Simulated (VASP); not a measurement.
SrTiO3: single point with PBE

The system is SrTiO3.

```
Sr Ti O
1.0
     3.93644    0.00000    0.00000
     0.00000    3.93644    0.00000
     0.00000    0.00000    3.93644
Sr Ti O
1 1 3
Cartesian
  0.0000 0.0000 0.0000
  1.9682 1.9682 1.9682
  1.9682 0.0000 1.9682
  1.9682 1.9682 0.0000
  0.0000 1.9682 1.9682
```

```json
{
 "Program": "VASP 6.6.1",
 "Task": "single point",
 "Functional": "PBE",
 "Potentials or basis": "VASP PAW PBE potentials, release 64 (Sr_sv, Ti_sv, O)",
 "Cutoff": "520 eV",
 "k mesh": "6 × 6 × 6",
 "Occupations": "gaussian, width 0.01 eV",
 "Spin": "no spin polarisation",
 "Dipole correction": "no",
 "Further INCAR settings": "ALGO = Normal; EDIFF = 1e-06; NBANDS = 28"
}
```

```yaml
Pressure: 0.7 GPa
Band_gap_on_the_k_mesh: 1.81 eV (least direct gap 2.18 eV)
```

Levels at points of the mesh, in eV from the valence-band top:
| k point | band 16 | band 17 | band 18 | band 19 | band 20 | band 21 | band 22 | band 23 | band 24 | band 25 |
| --- | --- | --- | --- | --- | --- | --- | --- | --- | --- | --- |
| (0.00, 0.00, 0.00) | -1.13 | -1.13 | -0.37 | -0.37 | -0.37 | 1.81 | 1.81 | 1.81 | 4.13 | 4.13 |
| (0.50, 0.00, 0.00) | -2.29 | -2.29 | -1.91 | -0.73 | -0.73 | 1.97 | 3.65 | 3.65 | 4.15 | 6.27 |
| (0.50, 0.50, 0.00) | -2.77 | -1.74 | -1.54 | -1.54 | -0.09 | 3.66 | 3.66 | 4.10 | 5.08 | 7.77 |
| (0.50, 0.50, 0.50) | -3.67 | -3.67 | 0.00 | 0.00 | 0.00 | 4.31 | 4.31 | 4.31 | 6.85 | 6.85 |

Run time: 80 s on 1 thread of Intel Xeon 8259CL, with other jobs on the host, peak memory 0.19 GiB.

A k mesh can miss the band edges.
